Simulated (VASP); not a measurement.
# SnO2 in VASP: notebook

The runs below take SnO2 through single point, with PBE.

Program: VASP 6.6.1. These are calculated values, not measurements. Logs are shortened: lines on timing, memory, paths and dates and some standing lists are left out, and cuts for length are marked.

### 1 The cell of the first run

The cell holds an amorphous packing of atoms, 21 atoms: a = 6.814 Å, b = 6.599 Å, c = 6.379 Å, α = 91.75°, β = 90.38°, γ = 91.16°.

### 2 Single point, PBE

Input file INCAR:

```
SYSTEM = SnO2
PREC = Accurate
ENCUT = 520
EDIFF = 1E-6
ISMEAR = -1
SIGMA = 0.1861
LREAL = Auto
LASPH = .True.
NELM = 100
ALGO = Normal
ISIF = 2
LWAVE = .False.
LCHARG = .True.
GGA = PE
LELF = .True.
LVHAR = .True.
NBANDS = 107
ISYM = 0
```

Input file KPOINTS:

```
Automatic mesh
0
Gamma
  1 1 1
  0 0 0
```

Input file POSCAR:

```
SnO2
1.0
    6.8133110000     -0.0677660000     -0.0220850000
   -0.0677660000      6.5981650000     -0.0994380000
   -0.0220850000     -0.0994380000      6.3785550000
Sn O
7 14
Direct
    0.8031299570      0.6958195998      0.8010079139
   -0.0492779477      0.2971152973      0.6300521431
    0.6013829457      0.0186033479      0.4955111968
    0.3254974586      0.8684334521      0.0694658739
    0.4425640204      0.2966405905      0.9646892397
    0.8770561119      0.1894495484      0.0922262595
    0.3927310337      0.5404201791      0.5078812939
    0.7741203536      0.3260129751      0.3747396591
    0.8188994395      0.0409565465      0.7760967854
    0.4437825369      0.6088308604      0.8246958536
    0.1325631468      0.1266649736      0.2696566807
    0.1105266432      0.2467022989     -0.0832526232
    0.6351399924      0.0128152132      0.1372814667
    1.0558669602      0.7922492978     -0.0113466910
    1.0267195818      0.0246163605      0.4616557988
    0.0686330877      0.5631492995      0.5878739310
    0.7614555364      0.4376218288     -0.0453927285
    0.6929487712      0.6553837381      0.4738397367
    0.4211039077      0.1958502541      0.6796874899
    0.3013932711      0.8260874469      0.4153247489
    0.3430309450      0.4136520396      0.2473156647
```

Potentials or basis: VASP PAW PBE potentials, release 64 (Sn_d, O).

On the command line:

```sh
$ cat potpaw_PBE.64/Sn_d/POTCAR potpaw_PBE.64/O/POTCAR > POTCAR
$ mpirun -np 1 vasp_gam > vasp.out
```

OUTCAR:

```text
SYSTEM = SnO2
   PREC = Accurate
   ENCUT = 520
   EDIFF = 1E-6
   ISMEAR = -1
   LREAL = Auto
   LASPH = .True.
   NELM = 100
   ISIF = 2
   GGA = PE
   ISYM = 0

 ion  position               nearest neighbor table
   1  0.803  0.696  0.801-  17 2.01  14 2.16  18 2.22   9 2.29  16 2.43  10 2.51   2 3.01   3 3.25
                             7 3.47   6 3.72   5 3.74
   2  0.951  0.297  0.630-  16 1.94   8 2.03   9 2.14  15 2.14  12 2.16  17 2.60  11 2.83   1 3.01
                             3 3.08   6 3.10   7 3.49   6 3.51
   3  0.601  0.019  0.496-  19 2.06  13 2.30   9 2.32  20 2.43   8 2.47  18 2.49   2 3.08   1 3.25
                             6 3.40   4 3.41   7 3.44   5 3.64   7 3.75
   4  0.325  0.868  0.069-  14 1.96  20 2.24  13 2.33  10 2.44  11 2.50   5 3.02   3 3.41   7 3.62
                             6 3.75
   5  0.443  0.297  0.965-  19 1.92  21 2.06  10 2.27  12 2.30  17 2.35  13 2.58   4 3.02   6 3.16
                             7 3.39   3 3.64   1 3.74
   6  0.877  0.189  0.092-  12 1.99  13 2.03  17 2.05   8 2.12  11 2.13   9 2.24  15 2.82   2 3.10
                             5 3.16   3 3.40   2 3.51   1 3.72   4 3.75
   7  0.393  0.540  0.508-  21 1.86  10 2.08  20 2.10  18 2.18  16 2.28  19 2.56   5 3.39   3 3.44
                             1 3.47   2 3.49   4 3.62   3 3.75
   8  0.774  0.326  0.375-   2 2.03   6 2.12   3 2.47
   9  0.819  0.041  0.776-   2 2.14   6 2.24   1 2.29   3 2.32
  10  0.444  0.609  0.825-   7 2.08   5 2.27   4 2.44   1 2.51
  11  0.133  0.127  0.270-  15 1.59   6 2.13   4 2.50   2 2.83
  12  0.111  0.247  0.917-   6 1.99   2 2.16   5 2.30
  13  0.635  0.013  0.137-   6 2.03   3 2.30   4 2.33   5 2.58
  14  0.056  0.792  0.989-   4 1.96   1 2.16
  15  0.027  0.025  0.462-  11 1.59   2 2.14   6 2.82
  16  0.069  0.563  0.588-   2 1.94   7 2.28   1 2.43
  17  0.761  0.438  0.955-   1 2.01   6 2.05   5 2.35   2 2.60
  18  0.693  0.655  0.474-   7 2.18   1 2.22   3 2.49
  19  0.421  0.196  0.680-   5 1.92   3 2.06   7 2.56
  20  0.301  0.826  0.415-   7 2.10   4 2.24   3 2.43
  21  0.343  0.414  0.247-   7 1.86   5 2.06

IMPORTANT INFORMATION: All symmetrisations will be switched off!
NOSYMM: (Re-)initialisation of all symmetry stuff for point group C_1.

----------------------------------------------------------------------------------------

                                     Primitive cell

  volume of cell :     286.6500

  direct lattice vectors                    reciprocal lattice vectors
     6.813311000 -0.067766000 -0.022085000     0.146788317  0.001515595  0.000531865
    -0.067766000  6.598165000 -0.099438000     0.001515595  0.151608553  0.002368738
    -0.022085000 -0.099438000  6.378555000     0.000531865  0.002368738  0.156814089

  length of vectors
     6.813683788  6.599262195  6.379368272     0.146797104  0.151634631  0.156832880

  position of ions in fractional coordinates (direct lattice)
     0.803129957  0.695819600  0.801007914
     0.950722052  0.297115297  0.630052143
     0.601382946  0.018603348  0.495511197
     0.325497459  0.868433452  0.069465874
     0.442564020  0.296640590  0.964689240
     0.877056112  0.189449548  0.092226260
[... 13 lines left out ...]
     0.301393271  0.826087447  0.415324749
     0.343030945  0.413652040  0.247315665

  ion indices of the primitive-cell ions
   primitive index   ion index
                 1           1
                 2           2
                 3           3
                 4           4
                 5           5
                 6           6
[... 13 lines left out ...]
                20          20
                21          21

----------------------------------------------------------------------------------------

 KPOINTS: Automatic mesh

Automatic generation of k-mesh.
 Grid dimensions read from file:
 generate k-points for:    1    1    1

 Generating k-lattice:

  Cartesian coordinates                     Fractional coordinates (reciprocal lattice)
     0.146788317  0.001515595  0.000531865     1.000000000  0.000000000 -0.000000000
     0.001515595  0.151608553  0.002368738     0.000000000  1.000000000 -0.000000000
     0.000531865  0.002368738  0.156814089     0.000000000 -0.000000000  1.000000000

  Length of vectors
     0.146797104  0.151634631  0.156832880

  Shift w.r.t. Gamma in fractional coordinates (k-lattice)
     0.000000000  0.000000000  0.000000000

 Subroutine IBZKPT returns following result:
 ===========================================

 Found      1 irreducible k-points:

 Following reciprocal coordinates:
            Coordinates               Weight
  0.000000  0.000000  0.000000      1.000000
   k-points           NKPTS =      1   k-points in BZ     NKDIM =      1   number of bands    NBANDS=    107
   number of dos      NEDOS =    301   number of ions     NIONS =     21
   total plane-waves  NPLWV = 129600
   dimension x,y,z NGX =    54 NGY =   50 NGZ =   48
   dimension x,y,z NGXF=   108 NGYF=  100 NGZF=   96
   ions per type =               7  14
   NGX,Y,Z   is equivalent  to a cutoff of  13.18, 12.60, 12.51 a.u.
   NGXF,Y,Z  is equivalent  to a cutoff of  26.35, 25.19, 25.02 a.u.
 SYSTEM =  SnO2
   PREC   = accura    normal or accurate (medium, high low for compatibility)
   ISTART =      0    job   : 0-new  1-cont  2-samecut
   ICHARG =      2    charge: 1-file 2-atom 10-const
   ISPIN  =      1    spin polarized calculation?
   LNONCOLLINEAR =      F non collinear calculations
   LSORBIT =      F    spin-orbit coupling
   LASPH  =      T    aspherical Exc in radial PAW
   ENCUT  =  520.0 eV  38.22 Ry    6.18 a.u.  12.67 12.27 11.86*2*pi/ulx,y,z
   NELM   =    100;   NELMIN=  2; NELMDL= -5     # of ELM steps
   EDIFF  = 0.1E-05   stopping-criterion for ELM
   LREAL  =      T    real-space projection
   EDIFFG = 0.1E-04   stopping-criterion for IOM
   NSW    =      0    number of steps for IOM
   IBRION =     -1    ionic relax: 0-MD 1-quasi-New 2-CG
   NFREE  =      0    steps in history (QN), initial steepest desc. (CG)
   ISIF   =      2    stress and relaxation
   ISYM   =      0    0-nonsym 1-usesym 2-fastsym
   POTIM  = 0.5000    time-step for ionic-motion
   TEBEG  =    0.0;   TEEND  =   0.0 temperature during run
   PSTRESS=    0.0 pullay stress
   NELECT =     182.0000    total number of electrons
   NUPDOWN=      -1.0000    fix difference up-down
   EMIN   =  10.00;   EMAX   =-10.00  energy-range for DOS
   EFERMI =   0.00;   METHOD = LEGACY
   ISMEAR =    -1;   SIGMA  =   0.19  broadening in eV -4-tet -1-fermi 0-gaus
   EFERMI_NEDOS =   21; number of points for ismear=-14 and -15
   IALGO  =     38    algorithm
   IMIX   =      4    mixing-type and parameters
     AMIX     =   0.40;   BMIX     =  1.00
     AMIX_MAG =   1.60;   BMIX_MAG =  1.00
  volume/ion in A,a.u.               =      13.65        92.11
  Fermi-wavevector in a.u.,A,eV,Ry     =   1.407067  2.658970 26.937309  1.979836
  Thomas-Fermi vector in A             =   2.529363
   LORBIT       =      0    0 simple, 1 ext, 2 COOP (PROOUT), +10 PAW based schemes
   GGA     = PE    functional components
   LHFCALC =     F    Hartree Fock is set to
   AEXX    =    0.0000 exact exchange contribution
   IVDW    =     0    specifies the selected vdW correction
   LEPSILON=     F    determine dielectric tensor
   LRPA    =     F    only Hartree local field effects (RPA)
 non-spin polarized calculation
  energy-cutoff  :      520.00
  volume of cell :      286.65
 maximum number of plane-waves:      3860
 NGX is ok and might be reduce to    50
   NGX = 25   NGY = 25   NGZ = 23

 number of electron     181.9999999 magnetization

 Free energy of the ion-electron system (eV)
  ---------------------------------------------------
  ext. energy  EPLUGINS =         0.00000000
  ---------------------------------------------------
  free energy    TOTEN  =      -115.97065689 eV

  energy without entropy =     -115.71089951  energy(sigma->0) =     -115.84077820

 E-fermi :   5.9802     XC(G=0): -10.5759

 val. band max:        5.4564691554   @ k =   0.0000   0.0000   0.0000
 cond. band min:       6.4483369929   @ k =   0.0000   0.0000   0.0000
 fundamental gap:      0.9918678375
 Fermi energy:         5.9801610190

 k-point     1 :       0.0000    0.0000    0.0000
  band No.  band energies     occupation
      1     -16.6516      2.00000
      2     -16.4466      2.00000
      3     -16.2655      2.00000
      4     -16.2490      2.00000
      5     -16.2200      2.00000
      6     -16.1596      2.00000
[... 95 lines left out ...]
    102      10.4803      0.00000
    103      11.0359      0.00000
 [bands above 103 left out]

------------------------ aborting loop because EDIFF is reached ----------------------------------------

  FORCE on cell =-STRESS in cart. coord.  units (eV):
  Direction    XX          YY          ZZ          XY          YZ          ZX
  --------------------------------------------------------------------------------------
  -------------------------------------------------------------------------------------
  Total       -1.6501216      7.5448783      3.3748252     -1.5654688     -0.1916876      2.5115446
  in kB       -9.2230504     42.1707067     18.8629636     -8.7498992     -1.0714028     14.0378159
  external PRESSURE =      17.2702066 kB  Pullay stress =       0.0000000 kB

 VOLUME and BASIS-vectors are now :
 -----------------------------------------------------------------------------
  energy-cutoff  :      520.00
  volume of cell :      286.65
      direct lattice vectors                 reciprocal lattice vectors
     6.813311000 -0.067766000 -0.022085000     0.146788317  0.001515595  0.000531865
    -0.067766000  6.598165000 -0.099438000     0.001515595  0.151608553  0.002368738
    -0.022085000 -0.099438000  6.378555000     0.000531865  0.002368738  0.156814089

 POSITION                                       TOTAL-FORCE (eV/Angst)
 -----------------------------------------------------------------------------------
      5.40713      4.45706      5.02234         2.190808      1.888348     -0.956162
      6.44352      1.83334      3.96828         2.389223     -2.015826     -0.556183
      4.08520      0.03272      3.14551        -0.093975     -1.237838     -1.146925
      2.15733      5.70110      0.34955        -1.709458     -1.648990      1.397914
      2.97392      1.83137      6.11405        -1.393074      3.081606      2.268765
      5.96078      1.18141      0.55006         2.376172     -0.354397      1.693334
[... 13 lines left out ...]
      1.98833      5.38894      2.56037         2.997099     -0.074175     -1.187933
      2.30368      2.68151      1.52881         0.642800     -0.900627     -3.205073
 -----------------------------------------------------------------------------------
    total drift:                               -0.009187      0.008227      0.017904

  FREE ENERGIE OF THE ION-ELECTRON SYSTEM (eV)
  ---------------------------------------------------
  free  energy   TOTEN  =      -115.9706568857 eV

  energy  without entropy=     -115.7108995056  energy(sigma->0) =     -115.84077820
```

Wall time 40 s (1 thread of AMD EPYC 9R45 (Zen 5), shared host); peak memory 0.28 GiB.

What came out:

- Free energy: -115.9707 eV
- Pressure: 1.7 GPa
- Largest force: 4.072 eV/Å
- Band gap on the k mesh: 0.99 eV

Forces on the atoms (eV/Å):
```
Sn   2.191  1.888 -0.956
Sn   2.389 -2.016 -0.556
Sn  -0.094 -1.238 -1.147
Sn  -1.709 -1.649  1.398
Sn  -1.393  3.082  2.269
Sn   2.376 -0.354  1.693
Sn  -0.458  2.139  1.848
O   -0.992 -2.178  0.069
O   -2.010 -0.825 -0.745
O    0.646  0.454  0.925
O   -1.654 -1.267  1.483
O    1.525  0.531 -1.200
O   -2.112 -0.367  0.378
O   -1.595 -0.076 -0.291
O    0.306  1.695 -1.045
O    0.447  0.087  0.701
O   -1.102 -1.140 -0.323
O   -1.033  2.179  2.316
O    0.632  0.030 -2.424
O    2.997 -0.074 -1.188
O    0.643 -0.901 -3.205
```

Caveat: the k points lie up to 0.99 Å⁻¹ apart; spin-orbit coupling is left out, which moves the levels of the heavy elements.

### 3 Single point, PBE

Input file INCAR:

```
SYSTEM = SnO2
PREC = Accurate
ENCUT = 520
EDIFF = 1E-7
ISMEAR = -1
SIGMA = 0.1034
LREAL = Auto
LASPH = .True.
NELM = 100
ALGO = Normal
ISIF = 2
LWAVE = .False.
LCHARG = .False.
GGA = PE
NBANDS = 107
ISYM = 0
```

KPOINTS is that of step 2.

Input file POSCAR:

```
SnO2
1.0
    6.8133110000     -0.0677660000     -0.0220850000
   -0.0677660000      6.5981650000     -0.0994380000
   -0.0220850000     -0.0994380000      6.3785550000
Sn O
7 14
Direct
    0.8393465959      0.6987277597      0.7935888396
    0.9978110300      0.2552616986      0.6672312725
    0.5752074351      0.0329668309      0.4696904882
    0.2914821417      0.8298157783      0.0631734938
    0.4363461612      0.3457987830      0.9972243313
    0.9192444401      0.1932014548      0.1371865696
    0.3816544926      0.5541481904      0.5214102923
    0.7608523325      0.2668514048      0.3993712673
    0.7633577490      0.0056384442      0.7160812177
    0.4629158158      0.6554359413      0.8264499930
    0.1636511062      0.1565313215      0.3205968117
    0.1321162244      0.2223894385      0.9288423080
    0.5454849718      0.0752039002      0.1026710848
   -0.0114502066      0.8591814662      1.0902372730
    0.0725540041      0.0387520693      0.4811827731
    0.1136312987      0.5498550094      0.6518407429
    0.8005717544      0.4218511994      0.9549093277
    0.7304606545      0.6808383595      0.4918686800
    0.4102866983      0.2562503168      0.6614813544
    0.3646173394      0.8330018142      0.3906329268
    0.2946417101      0.5443087696      0.1980066234
```

Potentials or basis: VASP PAW PBE potentials, release 64 (Sn_d, O).

On the command line:

```sh
$ cat potpaw_PBE.64/Sn_d/POTCAR potpaw_PBE.64/O/POTCAR > POTCAR
$ mpirun -np 1 vasp_gam > vasp.out
```

Run time: 38 s. Hardware: 1 thread of AMD EPYC 9R45 (Zen 5), shared host; peak memory 0.28 GiB.

It converged, with:

- Free energy: -120.0896 eV
- Pressure: 2.4 GPa
- Largest force: 3.274 eV/Å
- Band gap on the k mesh: 1.71 eV

Forces on the atoms (eV/Å):
```
Sn  -0.580  1.307 -0.737
Sn  -2.664  1.521 -1.144
Sn   0.438 -0.253  0.797
Sn   0.567  0.473  0.773
Sn   0.527  0.031 -1.750
Sn  -1.411 -1.125  0.612
Sn   2.098  0.044 -0.259
O    0.747  0.126  0.023
O    1.188  0.732  1.511
O    0.124  0.073  1.634
O    0.961  1.057 -0.686
O    2.462 -0.748  1.325
O   -0.746 -0.293  0.324
O   -0.677 -0.089 -1.873
O    0.331 -1.834 -0.147
O   -1.903 -0.268  0.484
O   -1.116 -0.014 -0.617
O   -1.877 -0.453  0.588
O    0.736  0.708 -0.675
O    0.337  1.256  0.405
O    0.456 -2.252 -0.586
```

Stress tensor (GPa, compression positive):
```
-0.80  0.00 -1.49
 0.00  2.39  0.94
-1.49  0.94  5.73
```

Levels at points of the mesh, in eV from the valence-band top:
```tsv
k point	band 89	band 90	band 91	band 92	band 93	band 94
(0.00, 0.00, 0.00)	-0.54	-0.45	0.00	1.71	2.02	2.69
```

Caveat: the k points lie up to 0.99 Å⁻¹ apart; spin-orbit coupling is left out, which moves the levels of the heavy elements.

(Continued in part 2 of 2.)
